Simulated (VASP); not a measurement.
Write the native input for VASP 6.6.1 that does the following.

* Task: relaxation of cell and atoms
* Functional: PBE
* Potentials or basis: VASP PAW PBE potentials, release 64 (Nd_3, Si, I), 4f in core
* Cutoff: 500 eV
* k mesh: 12 × 12 × 4
* Occupations: gaussian, width 0.1 eV
* Spin: no spin polarisation
* Dipole correction: no
* Further INCAR settings: ALGO = Normal; EDIFF = 1e-07; IBRION = 2; EDIFFG = -0.01; NSW = 100; ISIF = 3

The structure of Nd3Si2I lies in POSCAR:

```
Nd3Si2I
1.0
    4.3103942457      0.0000000000      0.0000000000
   -2.1551971229      3.7329109171      0.0000000000
    0.0000000000      0.0000000000     11.2482526773
Nd Si I
3 2 1
Direct
    0.3333333333      0.6666666667      0.2094013680
    0.0000000000      0.0000000000      0.5000000000
    0.6666666667      0.3333333333      0.7905986320
    0.3333333333      0.6666666667      0.6577796018
    0.6666666667      0.3333333333      0.3422203982
    0.0000000000      0.0000000000      0.0000000000
```

The cell was generated, and may not be a known phase.

One way to write it, as run:

INCAR

```
PREC = Accurate
ENCUT = 500
EDIFF = 1E-7
ISMEAR = 0
SIGMA = 0.1
LREAL = False
LASPH = True
NELM = 200
ALGO = Normal
ISIF = 3
LWAVE = False
LCHARG = False
GGA = PE
IBRION = 2
NSW = 100
EDIFFG = -0.01
GGA_COMPAT = False
NELMIN = 4
LMAXMIX = 6
```

KPOINTS

```
regular mesh
0
Gamma
  12 12 4
```

Potentials or basis: VASP PAW PBE potentials, release 64 (Nd_3, Si, I), 4f in core.

Run with:

```sh
$ cat potpaw_PBE.64/Nd_3/POTCAR potpaw_PBE.64/Si/POTCAR potpaw_PBE.64/I/POTCAR > POTCAR
$ mpirun -np 1 vasp_std > vasp.out
```

Results of the run:

```json
{
  "Relaxed volume": "30.26 Å³/atom",
  "Relaxed cell": "a = 4.315 Å, b = 4.315 Å, c = 11.258 Å, α = 90.00°, β = 90.00°, γ = 120.00°",
  "Space group after relaxing (to 0.1 Å)": "P-3m1 (No. 164)",
  "Energy gained by relaxing": "0.1 meV/atom",
  "Ionic steps": "3",
  "Pressure after relaxing": "0.0 GPa",
  "Largest force after relaxing": "0.009 eV/Å",
  "Band gap on the k mesh": "zero (bands 24 and 25 overlap by 0.21 eV)"
}
```

Caveat: spin-orbit coupling is left out, which moves the levels of the heavy elements; the 4f electrons are frozen in the core, so they carry no moment and show no levels; the run has no spin polarisation, though such a crystal can be magnetic.

Wall time 6.4 min on 1 thread of Intel(R) Xeon(R) 6975P-C (Granite Rapids), with other jobs on the host, peak memory 0.51 GiB.
